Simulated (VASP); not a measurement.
Ta2C: single point with PBEsol

Crystal: Ta2C.

```
Ta C
1.0
     3.15721    0.00000    0.00000
    -1.57860    2.73422    0.00000
     0.00000    0.00000    5.01950
Ta C
2 1
Direct
  0.33333 0.66667 0.24922
  0.66667 0.33333 0.75078
  0.00000 0.00000 0.00000
```

This cell differs from its parent crystal: equal strain along all axes, cell held: +2.0 %, then relaxed in part.

```json
{
  "Program": "VASP 6.6.1",
  "Task": "single point",
  "Functional": "PBEsol",
  "Potentials or basis": "VASP PAW PBE potentials, release 64 (Ta_pv, C)",
  "Cutoff": "520 eV",
  "k mesh": "18 × 18 × 10",
  "Occupations": "gaussian, width 0.1 eV",
  "Spin": "no spin polarisation"
}
```

- Pressure: -13.8 GPa
- Largest force: 0.038 eV/Å
- Band gap on the k mesh: zero (band 13 reaches 6.45 eV, above the bottom of band 14 at 5.72 eV)

Forces in eV/Å, atoms in the order of the input:
```
Ta   0.000  0.000  0.038
Ta   0.000  0.000 -0.038
C    0.000  0.000  0.000
```

Stress tensor (GPa, compression positive):
```
-13.83   0.00   0.00
  0.00 -13.83   0.00
  0.00   0.00 -13.68
```

Levels at points of the mesh, in eV from the Fermi level:
```
           k point  band 9  band 10  band 11  band 12  band 13  band 14  band 15  band 16  band 17  band 18
(0.00, 0.00, 0.00)   -3.55    -3.55    -3.03     0.01     0.46     0.46     1.05     1.05     2.34     2.34
(0.50, 0.00, 0.00)   -4.17    -3.90    -3.48    -1.73    -0.33     3.22     3.24     4.30     4.64     4.85
(0.00, 0.00, 0.50)   -3.76    -3.76    -1.62    -1.58    -0.26    -0.26     2.70     2.70     3.28     3.28
(0.50, 0.00, 0.50)   -4.40    -3.53    -2.44    -1.16    -1.02     1.56     1.66     3.95     4.50     4.54
```

Wall time 2.1 min on 1 thread of Intel(R) Xeon(R) Platinum 8488C (Sapphire Rapids) (shared host), peak memory 0.37 GiB.

Caveat: the cell differs from its parent crystal (equal strain along all axes, cell held: +2.0 %, then relaxed in part); the PAW data sets were made with another functional, which shifts forces and pressure a little; spin-orbit coupling is left out, which moves the levels of the heavy elements.
